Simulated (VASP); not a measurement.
# Ir (Fm-3m) in VASP: single point with PBE

Aim: the single point of Ir with PBE.

Everything below comes from runs of VASP 6.6.1. Logs are shortened: lines on timing, memory, paths and dates and some standing lists are left out, and cuts for length are marked.

## 1. The cell of the first run

It takes space group Fm-3m (No. 225, cubic). The conventional cell has a = 3.870 Å, b = 3.870 Å, c = 3.870 Å, α = 90.00°, β = 90.00°, γ = 90.00°. Ir (site symmetry m-3m) has 12 Ir at 2.74 Å within 3.6 Å.

## 2. Single point, PBE

Input file INCAR:

```
ALGO = Normal ; EDIFF = 1E-6
ENCUT = 500 ; GGA = PE
GGA_COMPAT = False ; ISIF = 2
ISMEAR = 0 ; LASPH = True
LCHARG = True ; LELF = True
LREAL = False ; LVHAR = True
LWAVE = False ; NBANDS = 10
NELM = 120 ; PREC = Accurate
SIGMA = 0.1
```

Input file KPOINTS:

```
k-points
0
Gamma
  18 18 18
```

Input file POSCAR:

```
Ir
1.0
    0.0000000000      1.9351387632      1.9351387632
    1.9351387632      0.0000000000      1.9351387632
    1.9351387632      1.9351387632      0.0000000000
Ir
1
Direct
    0.0000000000      0.0000000000      0.0000000000
```

Potentials or basis: VASP PAW PBE potentials, release 64 (Ir).

Launch:

```console
> cat potpaw_PBE.64/Ir/POTCAR > POTCAR
> mpirun -np 1 vasp_std > vasp.out
```

OUTCAR:

```text
EDIFF = 1E-6
   ENCUT = 500
   GGA = PE
   ISIF = 2
   ISMEAR = 0
   LASPH = True
   LREAL = False
   NELM = 120
   PREC = Accurate

 ion  position               nearest neighbor table
   1  0.000  0.000  0.000-

  LATTYP: Found a face centered cubic cell.
 ALAT       =     3.8702775264

  Lattice vectors:

 A1 = (   0.0000000000,   1.9351387632,   1.9351387632)
 A2 = (   1.9351387632,   0.0000000000,   1.9351387632)
 A3 = (   1.9351387632,   1.9351387632,   0.0000000000)

Analysis of symmetry for initial positions (statically):
=====================================================================
 Subroutine PRICEL returns:
 Original cell was already a primitive cell.

 Routine SETGRP: Setting up the symmetry group for a
 face centered cubic supercell.

 Subroutine GETGRP returns: Found 48 space group operations
 (whereof 48 operations were pure point group operations)
 out of a pool of 48 trial point group operations.

The static configuration has the point symmetry O_h .

Analysis of symmetry for dynamics (positions and initial velocities):
=====================================================================
 Subroutine PRICEL returns:
 Original cell was already a primitive cell.

 Routine SETGRP: Setting up the symmetry group for a
 face centered cubic supercell.

 Subroutine GETGRP returns: Found 48 space group operations
 (whereof 48 operations were pure point group operations)
 out of a pool of 48 trial point group operations.

The dynamic configuration has the point symmetry O_h .

 Subroutine INISYM returns: Found 48 space group operations
 (whereof 48 operations are pure point group operations),
 and found     1 'primitive' translations

----------------------------------------------------------------------------------------

                                     Primitive cell

  volume of cell :      14.4933

  direct lattice vectors                    reciprocal lattice vectors
     0.000000000  1.935138763  1.935138763    -0.258379404  0.258379404  0.258379404
     1.935138763  0.000000000  1.935138763     0.258379404 -0.258379404  0.258379404
     1.935138763  1.935138763  0.000000000     0.258379404  0.258379404 -0.258379404

  length of vectors
     2.736699484  2.736699484  2.736699484     0.447526255  0.447526255  0.447526255

  position of ions in fractional coordinates (direct lattice)
     0.000000000  0.000000000  0.000000000

  ion indices of the primitive-cell ions
   primitive index   ion index
                 1           1

----------------------------------------------------------------------------------------

 KPOINTS: k-points

Automatic generation of k-mesh.
 Grid dimensions read from file:
 generate k-points for:   18   18   18

 Generating k-lattice:

  Cartesian coordinates                     Fractional coordinates (reciprocal lattice)
    -0.014354411  0.014354411  0.014354411     0.055555556  0.000000000  0.000000000
     0.014354411 -0.014354411  0.014354411     0.000000000  0.055555556  0.000000000
     0.014354411  0.014354411 -0.014354411     0.000000000  0.000000000  0.055555556

  Length of vectors
     0.024862570  0.024862570  0.024862570

  Shift w.r.t. Gamma in fractional coordinates (k-lattice)
     0.000000000  0.000000000  0.000000000

 Subroutine IBZKPT returns following result:
 ===========================================

 Found    195 irreducible k-points:

 Following reciprocal coordinates:
            Coordinates               Weight
  0.000000  0.000000  0.000000      1.000000
  0.055556  0.000000  0.000000      8.000000
  0.111111  0.000000  0.000000      8.000000
  0.166667  0.000000  0.000000      8.000000
  0.222222  0.000000  0.000000      8.000000
  0.277778  0.000000  0.000000      8.000000
[... 16 lines left out ...]
 -0.277778  0.055556  0.000000     24.000000
 -0.222222  0.055556  0.000000     24.000000
 [... further k-points ...]
   k-points           NKPTS =    195   k-points in BZ     NKDIM =    195   number of bands    NBANDS=     10
   number of dos      NEDOS =    301   number of ions     NIONS =      1
   total plane-waves  NPLWV =   8000
   dimension x,y,z NGX =    20 NGY =   20 NGZ =   20
   dimension x,y,z NGXF=    40 NGYF=   40 NGZF=   40
   ions per type =               1
   NGX,Y,Z   is equivalent  to a cutoff of  12.15, 12.15, 12.15 a.u.
   NGXF,Y,Z  is equivalent  to a cutoff of  24.30, 24.30, 24.30 a.u.
 SYSTEM =  unknown system
   PREC   = accura    normal or accurate (medium, high low for compatibility)
   ISTART =      0    job   : 0-new  1-cont  2-samecut
   ICHARG =      2    charge: 1-file 2-atom 10-const
   ISPIN  =      1    spin polarized calculation?
   LNONCOLLINEAR =      F non collinear calculations
   LSORBIT =      F    spin-orbit coupling
   LASPH  =      T    aspherical Exc in radial PAW
   ENCUT  =  500.0 eV  36.75 Ry    6.06 a.u.   4.99  4.99  4.99*2*pi/ulx,y,z
   NELM   =    120;   NELMIN=  2; NELMDL= -5     # of ELM steps
   EDIFF  = 0.1E-05   stopping-criterion for ELM
   LREAL  =      F    real-space projection
   EDIFFG = 0.1E-04   stopping-criterion for IOM
   NSW    =      0    number of steps for IOM
   IBRION =     -1    ionic relax: 0-MD 1-quasi-New 2-CG
   NFREE  =      0    steps in history (QN), initial steepest desc. (CG)
   ISIF   =      2    stress and relaxation
   ISYM   =      2    0-nonsym 1-usesym 2-fastsym
   POTIM  = 0.5000    time-step for ionic-motion
   TEBEG  =    0.0;   TEEND  =   0.0 temperature during run
   PSTRESS=    0.0 pullay stress
   NELECT =       9.0000    total number of electrons
   NUPDOWN=      -1.0000    fix difference up-down
   EMIN   =  10.00;   EMAX   =-10.00  energy-range for DOS
   EFERMI =   0.00;   METHOD = LEGACY
   ISMEAR =     0;   SIGMA  =   0.10  broadening in eV -4-tet -1-fermi 0-gaus
   EFERMI_NEDOS =   21; number of points for ismear=-14 and -15
   IALGO  =     38    algorithm
   IMIX   =      4    mixing-type and parameters
     AMIX     =   0.40;   BMIX     =  1.00
     AMIX_MAG =   1.60;   BMIX_MAG =  1.00
  volume/ion in A,a.u.               =      14.49        97.81
  Fermi-wavevector in a.u.,A,eV,Ry     =   1.396691  2.639363 26.541494  1.950745
  Thomas-Fermi vector in A             =   2.520020
   LORBIT       =      0    0 simple, 1 ext, 2 COOP (PROOUT), +10 PAW based schemes
   GGA     = PE    functional components
   LHFCALC =     F    Hartree Fock is set to
   AEXX    =    0.0000 exact exchange contribution
   IVDW    =     0    specifies the selected vdW correction
   LEPSILON=     F    determine dielectric tensor
   LRPA    =     F    only Hartree local field effects (RPA)
 non-spin polarized calculation
 Gauss-broadening in eV      SIGMA  =   0.10
  energy-cutoff  :      500.00
  volume of cell :       14.49
 maximum number of plane-waves:       380
   NGX =  9   NGY =  9   NGZ =  9

 number of electron       9.0000000 magnetization

 Free energy of the ion-electron system (eV)
  ---------------------------------------------------
  ext. energy  EPLUGINS =         0.00000000
  ---------------------------------------------------
  free energy    TOTEN  =        -8.85360864 eV

  energy without entropy =       -8.84824988  energy(sigma->0) =       -8.85092926

 E-fermi :  10.0221     XC(G=0): -13.8445

 val. band max:       10.0193693729   @ k =   0.5000   0.2222   0.1111
 cond. band min:      10.0265711440   @ k =   0.3333   0.1111   0.0556
 fundamental gap:      0.0072017711
 Fermi energy:        10.0221247201

 k-point     1 :       0.0000    0.0000    0.0000
  band No.  band energies     occupation
      1      -0.8693      2.00000
      2       6.2467      2.00000
      3       6.2467      2.00000
      4       6.2467      2.00000
      5       8.8337      2.00000
      6       8.8337      2.00000
      7      24.3622      0.00000
      8      29.8050      0.00000
      9      29.8050      0.00000
     10      29.8050      0.00000

 k-point     2 :       0.0556    0.0000    0.0000
  band No.  band energies     occupation
      1      -0.7352      2.00000
      2       6.1758      2.00000
      3       6.3047      2.00000
      4       6.3047      2.00000
      5       8.7966      2.00000
      6       8.7966      2.00000
      7      24.5918      0.00000
      8      29.0669      0.00000
      9      30.0230      0.00000
     10      30.0230      0.00000

 k-point     3 :       0.1111    0.0000    0.0000
  band No.  band energies     occupation
      1      -0.3462      2.00000
      2       5.9936      2.00000
      3       6.4567      2.00000
      4       6.4567      2.00000
      5       8.7160      2.00000
      6       8.7160      2.00000
      7      25.2220      0.00000
      8      27.6165      0.00000
      9      30.6566      0.00000
     10      30.6566      0.00000

 k-point     4 :       0.1667    0.0000    0.0000
  band No.  band energies     occupation
      1       0.2516      2.00000
      2       5.7861      2.00000
      3       6.6273      2.00000
      4       6.6273      2.00000
      5       8.6865      2.00000
      6       8.6865      2.00000
      7      25.8979      0.00000
      8      26.2167      0.00000
      9      31.6434      0.00000
     10      31.6434      0.00000

 k-point     5 :       0.2222    0.0000    0.0000
  band No.  band energies     occupation
      1       0.9584      2.00000
      2       5.6934      2.00000
      3       6.6986      2.00000
      4       6.6986      2.00000
      5       8.8434      2.00000
      6       8.8434      2.00000
      7      24.4665      0.00000
      8      26.6637      0.00000
      9      32.8518      0.00000
     10      32.8518      0.00000

 k-point     6 :       0.2778    0.0000    0.0000
  band No.  band energies     occupation
      1       1.5971      2.00000
      2       5.9118      2.00000
      3       6.6203      2.00000
      4       6.6203      2.00000
      5       9.2368      2.00000
      6       9.2368      2.00000
      7      22.8488      0.00000
      8      26.3568      0.00000
      9      33.5636      0.00000
     10      33.5655      0.00000

 k-point     7 :       0.3333    0.0000    0.0000
  band No.  band energies     occupation
      1       1.9864      2.00000
      2       6.4605      2.00000
      3       6.4605      2.00000
      4       6.6044      2.00000
      5       9.7712      1.99961
      6       9.7712      1.99961
      7      21.0813      0.00000
      8      25.4308      0.00000
      9      32.2729      0.00000
     10      32.2729      0.00000

 k-point     8 :       0.3889    0.0000    0.0000
  band No.  band energies     occupation
      1       2.1264      2.00000
      2       6.3003      2.00000
      3       6.3003      2.00000
      4       7.6845      2.00000
      5      10.3043      0.00007
      6      10.3043      0.00007
      7      19.2413      0.00000
      8      24.5867      0.00000
      9      30.8591      0.00000
     10      30.8591      0.00000

 k-point     9 :       0.4444    0.0000    0.0000
  band No.  band energies     occupation
      1       2.1473      2.00000
      2       6.1885      2.00000
      3       6.1885      2.00000
      4       8.7843      2.00000
      5      10.6989      0.00000
      6      10.6989      0.00000
      7      17.6781      0.00000
      8      24.0697      0.00000
      9      29.9071      0.00000
     10      29.9071      0.00000
[... 118 lines left out ...]
 k-point    19 :       0.5000    0.0556    0.0000
  band No.  band energies     occupation
      1       2.2565      2.00000
      2       6.0442      2.00000
      3       6.2522      2.00000
      4       8.6891      2.00000
      5      10.8542      0.00000
      6      11.4173      0.00000
      7      17.0357      0.00000
      8      24.1389      0.00000
      9      29.3992      0.00000
     10      29.4213      0.00000

 k-point    20 :      -0.4444    0.0556    0.0000
  band No.  band energies     occupation
      1       2.2593      2.00000
      2       6.0721      2.00000
      3       6.2513      2.00000
      4       8.5795      2.00000
      5      10.6591      0.00000
      6      11.4323      0.00000
      7      17.2819      0.00000
      8      24.1936      0.00000
      9      29.1867      0.00000
     10      29.8587      0.00000

 k-point    21 :      -0.3889    0.0556    0.0000
  band No.  band energies     occupation
      1       2.2564      2.00000
      2       6.1794      2.00000
      3       6.3296      2.00000
      4       7.7626      2.00000
      5      10.2151      0.00634
      6      11.0392      0.00000
      7      18.6679      0.00000
      8      24.5740      0.00000
      9      29.5797      0.00000
     10      30.9156      0.00000

 k-point    22 :      -0.3333    0.0556    0.0000
  band No.  band energies     occupation
      1       2.1741      2.00000
      2       6.3387      2.00000
      3       6.4742      2.00000
      4       6.7361      2.00000
      5       9.6287      2.00000
      6      10.4947      0.00000
      7      20.5096      0.00000
      8      25.2837      0.00000
      9      30.4353      0.00000
     10      32.4910      0.00000

 k-point    23 :      -0.2778    0.0556    0.0000
  band No.  band energies     occupation
      1       1.8783      2.00000
      2       5.9283      2.00000
      3       6.5462      2.00000
      4       6.6498      2.00000
      5       9.0293      2.00000
      6       9.9074      1.89514
      7      22.3647      0.00000
      8      26.2126      0.00000
      9      31.4437      0.00000
     10      33.5874      0.00000

 k-point    24 :      -0.2222    0.0556    0.0000
  band No.  band energies     occupation
      1       1.3033      2.00000
      2       5.6018      2.00000
      3       6.6882      2.00000
      4       6.7773      2.00000
      5       8.5624      2.00000
      6       9.3871      2.00000
      7      24.0474      0.00000
      8      26.8215      0.00000
      9      31.7811      0.00000
     10      33.0190      0.00000

 [... further k-points ...]
[... 5 lines left out ...]
  --------------------------------------------------------------------------------------
  -------------------------------------------------------------------------------------
  Total        0.0500908      0.0500908      0.0500908      0.0000000     -0.0000000      0.0000000
  in kB        5.5373570      5.5373570      5.5373570      0.0000000     -0.0000000      0.0000000
  external PRESSURE =       5.5373570 kB  Pullay stress =       0.0000000 kB

 VOLUME and BASIS-vectors are now :
 -----------------------------------------------------------------------------
  energy-cutoff  :      500.00
  volume of cell :       14.49
      direct lattice vectors                 reciprocal lattice vectors
     0.000000000  1.935138763  1.935138763    -0.258379404  0.258379404  0.258379404
     1.935138763  0.000000000  1.935138763     0.258379404 -0.258379404  0.258379404
     1.935138763  1.935138763  0.000000000     0.258379404  0.258379404 -0.258379404

 POSITION                                       TOTAL-FORCE (eV/Angst)
 -----------------------------------------------------------------------------------
      0.00000      0.00000      0.00000         0.000000     -0.000000      0.000000
 -----------------------------------------------------------------------------------
    total drift:                               -0.000000     -0.000000     -0.000000

  FREE ENERGIE OF THE ION-ELECTRON SYSTEM (eV)
  ---------------------------------------------------
  free  energy   TOTEN  =        -8.8536086356 eV

  energy  without entropy=       -8.8482498751  energy(sigma->0) =       -8.85092926
```

It took 22 s on 1 thread of AMD EPYC 7R43 (Zen 3), shared host; peak memory 0.11 GiB.

What came out:

| Item | Value |
| --- | --- |
| Free energy | -8.8536 eV |
| Pressure | 0.6 GPa |

Levels at points of the mesh, in eV from the Fermi level:
```csv
k point,band 1,band 2,band 3,band 4,band 5,band 6,band 7,band 8,band 9
"(0.00, 0.00, 0.00)",-10.89,-3.78,-3.78,-3.78,-1.19,-1.19,14.34,19.78,19.78
"(0.50, 0.00, 0.00)",-7.88,-3.87,-3.87,-0.73,0.82,0.82,6.99,13.88,19.55
"(0.50, 0.50, 0.00)",-7.67,-7.11,0.79,1.38,1.38,1.67,10.15,11.56,11.56
```

Caveat: spin-orbit coupling is left out, which moves the levels of the heavy elements.
